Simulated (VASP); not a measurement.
Wanted: the native input for a VASP 6.6.1 run.

- Task: single point
- Functional: PBE
- Potentials or basis: VASP PAW PBE potentials, release 64 (C, Si)
- Cutoff: 520 eV
- k mesh: 20 × 20 × 20
- Occupations: gaussian, width 0.05 eV
- Spin: no spin polarisation
- Dipole correction: no
- Further INCAR settings: ALGO = Normal; EDIFF = 1e-06; NBANDS = 11

The structure of SiC lies in POSCAR:

```
SiC
1.0
    0.0000000000      1.7838245190      1.7838245190
    1.7838245190      0.0000000000      1.7838245190
    1.7838245190      1.7838245190      0.0000000000
C Si
1 1
Direct
    0.0000000000      0.0000000000      0.0000000000
    0.5000000000      0.5000000000      0.5000000000
```

This cell differs from its parent crystal: volume scaled by 0.680.

The input as run:

INCAR

```
  PREC = Accurate
  ENCUT = 520
  EDIFF = 1E-6
  ISMEAR = 0
  SIGMA = 0.05
  LREAL = False
  LASPH = True
  NELM = 100
  ALGO = Normal
  ISIF = 2
  LWAVE = False
  LCHARG = False
  GGA = PE
  NBANDS = 11
```

KPOINTS

```
Automatic mesh
0
Gamma
  20 20 20
```

Potentials or basis: VASP PAW PBE potentials, release 64 (C, Si).

Run with:

```console
$ cat potpaw_PBE.64/C/POTCAR potpaw_PBE.64/Si/POTCAR > POTCAR
$ mpirun -np 1 vasp_std > vasp.out
```

Results of the run:

| Item | Value |
| --- | --- |
| Pressure | 215.1 GPa |
| Band gap on the k mesh | 0.45 eV, indirect (least direct gap 6.44 eV) |

Wall time 26 s on 1 thread of Intel Xeon 6975P-C, with other jobs on the host, peak memory 0.15 GiB.
